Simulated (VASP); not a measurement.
# Ta2N (P-3m1) in VASP: notebook, part 2 of 2

VASP 6.6.1. The steps go on from the part before.

**3. Single point, LDA**

This run uses another cell than the first one, of 13.35 Å³/atom, 0.980 times its volume.

Contents of INCAR:

```
ALGO = Normal
EDIFF = 1E-6
ENCUT = 600
GGA = CA
GGA_COMPAT = F
ISIF = 2
ISMEAR = -1
LASPH = T
LCHARG = F
LREAL = F
LWAVE = F
NBANDS = 22
NELM = 120
PREC = Accurate
SIGMA = 0.05
```

Contents of KPOINTS:

```
k-points
0
Gamma
  10 10 6
```

Contents of POSCAR:

```
Ta2N
1.0
    3.0919691885      0.0000000000      0.0000000000
   -1.5459845943      2.6777238649      0.0000000000
    0.0000000000      0.0000000000      4.8371565186
Ta N
2 1
Direct
    0.3333333333      0.6666666667      0.2547110000
    0.6666666667      0.3333333333      0.7452890000
    0.0000000000      0.0000000000      0.0000000000
```

Potentials or basis: VASP PAW LDA potentials, release 64 (Ta_sv_GW, N).

Started as:

```console
cat potpaw_LDA.64/Ta_sv_GW/POTCAR potpaw_LDA.64/N/POTCAR > POTCAR
mpirun -np 1 vasp_std > vasp.out
```

OUTCAR:

```text
EDIFF = 1E-6
   ENCUT = 600
   GGA = CA
   ISIF = 2
   ISMEAR = -1
   LASPH = T
   LREAL = F
   NELM = 120
   PREC = Accurate

 ion  position               nearest neighbor table
   1  0.333  0.667  0.255-   3 2.17   3 2.17   3 2.17   2 2.97   2 2.97   2 2.97   2 3.04   2 3.04
                             2 3.04
   2  0.667  0.333  0.745-   3 2.17   3 2.17   3 2.17   1 2.97   1 2.97   1 2.97   1 3.04   1 3.04
                             1 3.04
   3  0.000  0.000  0.000-   1 2.17   2 2.17   1 2.17   2 2.17   2 2.17   1 2.17

  LATTYP: Found a hexagonal cell.
 ALAT       =     3.0919691885
 C/A-ratio  =     1.5644258476

  Lattice vectors:

 A1 = (   3.0919691885,   0.0000000000,   0.0000000000)
 A2 = (  -1.5459845943,   2.6777238649,   0.0000000000)
 A3 = (   0.0000000000,   0.0000000000,   4.8371565186)

Analysis of symmetry for initial positions (statically):
=====================================================================
 Subroutine PRICEL returns:
 Original cell was already a primitive cell.

 Routine SETGRP: Setting up the symmetry group for a
 hexagonal supercell.

 Subroutine GETGRP returns: Found 12 space group operations
 (whereof 12 operations were pure point group operations)
 out of a pool of 24 trial point group operations.

The static configuration has the point symmetry D_3d.

Analysis of symmetry for dynamics (positions and initial velocities):
=====================================================================
 Subroutine PRICEL returns:
 Original cell was already a primitive cell.

 Routine SETGRP: Setting up the symmetry group for a
 hexagonal supercell.

 Subroutine GETGRP returns: Found 12 space group operations
 (whereof 12 operations were pure point group operations)
 out of a pool of 24 trial point group operations.
[... 110 lines left out ...]
   ISYM   =      2    0-nonsym 1-usesym 2-fastsym
   POTIM  = 0.5000    time-step for ionic-motion
   TEBEG  =    0.0;   TEEND  =   0.0 temperature during run
   PSTRESS=    0.0 pullay stress
   NELECT =      31.0000    total number of electrons
   NUPDOWN=      -1.0000    fix difference up-down
   EMIN   =  10.00;   EMAX   =-10.00  energy-range for DOS
   EFERMI =   0.00;   METHOD = LEGACY
   ISMEAR =    -1;   SIGMA  =   0.05  broadening in eV -4-tet -1-fermi 0-gaus
   EFERMI_NEDOS =   21; number of points for ismear=-14 and -15
   IALGO  =     38    algorithm
   IMIX   =      4    mixing-type and parameters
     AMIX     =   0.40;   BMIX     =  1.00
     AMIX_MAG =   1.60;   BMIX_MAG =  1.00
  volume/ion in A,a.u.               =      13.35        90.09
  Fermi-wavevector in a.u.,A,eV,Ry     =   1.503136  2.840516 30.741259  2.259419
  Thomas-Fermi vector in A             =   2.614286
   LORBIT       =      0    0 simple, 1 ext, 2 COOP (PROOUT), +10 PAW based schemes
   GGA     = CA    functional components
   LHFCALC =     F    Hartree Fock is set to
   AEXX    =    0.0000 exact exchange contribution
   IVDW    =     0    specifies the selected vdW correction
   LEPSILON=     F    determine dielectric tensor
   LRPA    =     F    only Hartree local field effects (RPA)
 non-spin polarized calculation
  energy-cutoff  :      600.00
  volume of cell :       40.05
 maximum number of plane-waves:      1349
 NGX is ok and might be reduce to    28
   NGX = 13   NGY = 13   NGZ = 19

 number of electron      31.0000000 magnetization

 Free energy of the ion-electron system (eV)
  ---------------------------------------------------
  ext. energy  EPLUGINS =         0.00000000
  ---------------------------------------------------
  free energy    TOTEN  =       -42.62744752 eV

  energy without entropy =      -42.61393267  energy(sigma->0) =      -42.62069010

 E-fermi :  11.8301     XC(G=0): -13.5759

 val. band max:       11.8265554660   @ k =   0.0000   0.3000   0.3333
 cond. band min:      11.8305586091   @ k =   0.0000   0.4000   0.3333
 fundamental gap:      0.0040031431
 Fermi energy:        11.8301081464

 k-point     1 :       0.0000    0.0000    0.0000
  band No.  band energies     occupation
      1     -56.3783      2.00000
      2     -56.2916      2.00000
      3     -23.6509      2.00000
      4     -22.8627      2.00000
      5     -22.8627      2.00000
      6     -22.7269      2.00000
[... 589 lines left out ...]
     21      16.5168      0.00000
     22      17.3503      0.00000

 [... further k-points ...]
[... 5 lines left out ...]
  --------------------------------------------------------------------------------------
  -------------------------------------------------------------------------------------
  Total       -2.1035407     -2.1035407     -2.0434602      0.0000000      0.0000000      0.0000000
  in kB      -84.1531584    -84.1531584    -81.7496080      0.0000000      0.0000000      0.0000000
  external PRESSURE =     -83.3519749 kB  Pullay stress =       0.0000000 kB

 VOLUME and BASIS-vectors are now :
 -----------------------------------------------------------------------------
  energy-cutoff  :      600.00
  volume of cell :       40.05
      direct lattice vectors                 reciprocal lattice vectors
     3.091969188  0.000000000  0.000000000     0.323418488  0.186725751  0.000000000
    -1.545984594  2.677723865  0.000000000     0.000000000  0.373451502  0.000000000
     0.000000000  0.000000000  4.837156519     0.000000000  0.000000000  0.206733025

 POSITION                                       TOTAL-FORCE (eV/Angst)
 -----------------------------------------------------------------------------------
     -0.00000      1.78515      1.23208        -0.000000     -0.000000     -0.300202
      1.54598      0.89257      3.60508         0.000000      0.000000      0.300202
      0.00000      0.00000      0.00000         0.000000      0.000000      0.000000
 -----------------------------------------------------------------------------------
    total drift:                                0.000000     -0.000000     -0.000000

  FREE ENERGIE OF THE ION-ELECTRON SYSTEM (eV)
  ---------------------------------------------------
  free  energy   TOTEN  =       -42.6274475235 eV

  energy  without entropy=      -42.6139326738  energy(sigma->0) =      -42.62069010
```

OSZICAR:

```text
N       E                     dE             d eps       ncg     rms          rms(c)
DAV:   1     0.267619661397E+03    0.26762E+03   -0.20603E+04  3184   0.156E+03
DAV:   2    -0.296223003537E+02   -0.29724E+03   -0.28519E+03  4028   0.403E+02
DAV:   3    -0.471671070021E+02   -0.17545E+02   -0.17361E+02  4470   0.919E+01
DAV:   4    -0.475025408455E+02   -0.33543E+00   -0.33522E+00  3798   0.121E+01
DAV:   5    -0.475075079889E+02   -0.49671E-02   -0.49665E-02  4706   0.132E+00    0.922E+01
DAV:   6    -0.431646657802E+02    0.43428E+01   -0.19409E+01  3638   0.245E+01    0.742E+01
DAV:   7    -0.430226073675E+02    0.14206E+00   -0.63637E+00  3306   0.147E+01    0.583E+00
DAV:   8    -0.426335928771E+02    0.38901E+00   -0.16073E+00  3620   0.710E+00    0.447E+00
DAV:   9    -0.426280863246E+02    0.55066E-02   -0.13408E-01  3582   0.245E+00    0.343E+00
DAV:  10    -0.426278517754E+02    0.23455E-03   -0.33921E-03  3782   0.396E-01    0.261E+00
DAV:  11    -0.426277712444E+02    0.80531E-04   -0.74476E-04  3778   0.227E-01    0.121E+00
DAV:  12    -0.426274899008E+02    0.28134E-03   -0.23228E-03  3576   0.372E-01    0.178E+00
DAV:  13    -0.426274514157E+02    0.38485E-04   -0.13144E-04  3594   0.715E-02    0.785E-01
DAV:  14    -0.426274483807E+02    0.30351E-05   -0.13646E-05  3474   0.234E-02    0.197E-01
DAV:  15    -0.426274475235E+02    0.85718E-06   -0.57065E-06  3042   0.164E-02
   1 F= -.42627448E+02 E0= -.42620690E+02  d E =-.135148E-01
```

Wall time 68 s (1 thread of Intel Xeon Platinum 8259CL at 2.50GHz (Skylake/Cascade Lake), shared host); peak memory 0.21 GiB.

What came out:

| Property | Result |
| --- | --- |
| Free energy | -42.6274 eV |
| Pressure | -8.3 GPa |
| Largest force | 0.300 eV/Å |

Forces in eV/Å, atoms in the order of the input:
```
Ta   0.000  0.000 -0.300
Ta   0.000  0.000  0.300
N    0.000  0.000  0.000
```

Caveat: spin-orbit coupling is left out, which moves the levels of the heavy elements.

**4. Single point, RPBE+D4**

This run uses another cell than the first one, of 13.40 Å³/atom, 0.984 times its volume.

Contents of INCAR:

```
SYSTEM = Ta2N
ALGO = Normal
EDIFF = 1E-6
ENCUT = 520
GGA = RP
ISIF = 2
ISMEAR = -1
IVDW = 13
LASPH = .TRUE.
LCHARG = .FALSE.
LREAL = .FALSE.
LWAVE = .FALSE.
NBANDS = 20
NELM = 80
PREC = Accurate
SIGMA = 0.05
```

Contents of KPOINTS:

```
k-points
0
G
  10 10 6
  0 0 0
```

Contents of POSCAR:

```
Ta2N
1.0
    3.0833989676      0.0000000000      0.0000000000
   -1.5416994838      2.6703018359      0.0000000000
    0.0000000000      0.0000000000      4.8833307848
Ta N
2 1
Direct
    0.3333333333      0.6666666667      0.2565806988
    0.6666666667      0.3333333333      0.7434193012
    0.0000000000      0.0000000000      0.0000000000
```

Potentials or basis: VASP PAW PBE potentials, release 64 (Ta_pv, N).

Started as:

```console
cat potpaw_PBE.64/Ta_pv/POTCAR potpaw_PBE.64/N/POTCAR > POTCAR
mpirun -np 1 vasp_std > vasp.out
```

Wall time 19 s (1 thread of Intel Xeon 6975P-C (Granite Rapids), shared host); peak memory 0.19 GiB.

Results (log left out):

```
Free energy                : -34.4962 eV
Pressure                   : 0.4 GPa
Largest force              : 0.051 eV/Å
Dispersion energy per atom : -0.554 eV
```

Forces on the atoms (eV/Å):
```
Ta   0.000  0.000  0.051
Ta   0.000  0.000 -0.051
N    0.000  0.000  0.000
```

Levels at points of the mesh, in eV from the Fermi level:
| k point | band 11 | band 12 | band 13 | band 14 | band 15 | band 16 | band 17 | band 18 |
| --- | --- | --- | --- | --- | --- | --- | --- | --- |
| (0.00, 0.00, 0.00) | -5.06 | -0.78 | -0.24 | -0.24 | 0.19 | 0.38 | 0.38 | 1.12 |
| (0.50, 0.00, 0.00) | -4.64 | -2.66 | -1.37 | 1.60 | 2.01 | 3.89 | 4.08 | 4.24 |
| (0.00, 0.00, 0.50) | -3.07 | -2.70 | -1.08 | -1.08 | 1.74 | 2.05 | 2.36 | 2.36 |
| (0.50, 0.00, 0.50) | -3.36 | -2.20 | -2.14 | -0.44 | 0.71 | 3.49 | 3.73 | 4.14 |

Caveat: the PAW data sets were made with another functional, which shifts forces and pressure a little; spin-orbit coupling is left out, which moves the levels of the heavy elements; pairwise dispersion overbinds metals, which lowers pressure and volume.

**5. Single point, PBE**

Contents of INCAR:

```
ALGO = Normal
EDIFF = 1E-6
ENCUT = 520
GGA = PE
ISIF = 2
ISMEAR = 0
LASPH = T
LCHARG = F
LREAL = F
LWAVE = F
NBANDS = 20
NELM = 80
PREC = Accurate
SIGMA = 0.013000000000000001
```

Contents of KPOINTS:

```
k-points
0
Gamma
  10 10 6
```

Contents of POSCAR:

```
Ta2N
1.0
    3.1128615060      0.0000000000      0.0000000000
   -1.5564307530      2.6958171426      0.0000000000
    0.0000000000      0.0000000000      4.8698410000
Ta N
2 1
Direct
    0.3333333333      0.6666666667      0.2547110000
    0.6666666667      0.3333333333      0.7452890000
    0.0000000000      0.0000000000      0.0000000000
```

Started as:

```console
cat potpaw_PBE.64/Ta_pv/POTCAR potpaw_PBE.64/N/POTCAR > POTCAR
mpirun -np 1 vasp_std > vasp.out
```

It took 18 s on 1 thread of Intel Xeon 6975P-C (Granite Rapids), shared host; peak memory 0.19 GiB.

The run converged. Its results:

* Free energy: -34.3759 eV
* Pressure: -0.9 GPa
* Largest force: 0.061 eV/Å

Forces on the atoms (eV/Å):
```
Ta   0.000  0.000  0.061
Ta   0.000  0.000 -0.061
N    0.000  0.000  0.000
```

Stress tensor (GPa, compression positive):
```
-1.44  0.00  0.00
 0.00 -1.44  0.00
 0.00  0.00  0.24
```

Levels at points of the mesh, in eV from the Fermi level:
```
           k point  band 11  band 12  band 13  band 14  band 15  band 16  band 17  band 18
(0.00, 0.00, 0.00)    -4.96    -0.65    -0.23    -0.23     0.28     0.28     0.28     1.16
(0.50, 0.00, 0.00)    -4.52    -2.62    -1.38     1.76     1.88     3.70     3.97     4.20
(0.00, 0.00, 0.50)    -2.85    -2.64    -1.11    -1.11     1.78     1.90     2.29     2.29
(0.50, 0.00, 0.50)    -3.27    -2.16    -2.12    -0.27     0.72     3.27     3.51     3.98
```

Caveat: spin-orbit coupling is left out, which moves the levels of the heavy elements.

**6. The runs side by side**

| level | potentials or basis | cell | cutoff (eV) | smearing | second run | gap on the mesh (eV) | pressure (GPa) | largest force (eV/Å) |
| --- | --- | --- | --- | --- | --- | --- | --- | --- |
| LDA | VASP PAW LDA potentials, release 64 (Ta_sv_GW, N) | a = 3.113, b = 3.113, c = 4.870 Å, angles 90.0, 90.0, 120.0°, 3 atoms | 600 | fermi-dirac 0.05 eV | valence_matched | none | -13.7 | 0.42 |
| LDA | VASP PAW LDA potentials, release 64 (Ta_sv_GW, N) | a = 3.092, b = 3.092, c = 4.837 Å, angles 90.0, 90.0, 120.0°, 3 atoms | 600 | fermi-dirac 0.05 eV | valence_matched | none | -8.3 | 0.30 |
| RPBE+D4 | VASP PAW PBE potentials, release 64 (Ta_pv, N) | a = 3.083, b = 3.083, c = 4.883 Å, angles 90.0, 90.0, 120.0°, 3 atoms | 520 | fermi-dirac 0.05 eV | - | none | 0.4 | 0.05 |
| PBE | VASP PAW PBE potentials, release 64 (Ta_pv, N) | a = 3.113, b = 3.113, c = 4.870 Å, angles 90.0, 90.0, 120.0°, 3 atoms | 520 | gaussian 0.013 eV | - | none | -0.9 | 0.06 |

Alike in all rows: task single point; no spin polarisation; k mesh 10 × 10 × 6.

Caveats: spin-orbit coupling is left out, which moves the levels of the heavy elements; the PAW data sets were made with another functional, which shifts forces and pressure a little (some runs); pairwise dispersion overbinds metals, which lowers pressure and volume (some runs).

Absolute energies hang on the potentials; compare differences alone.
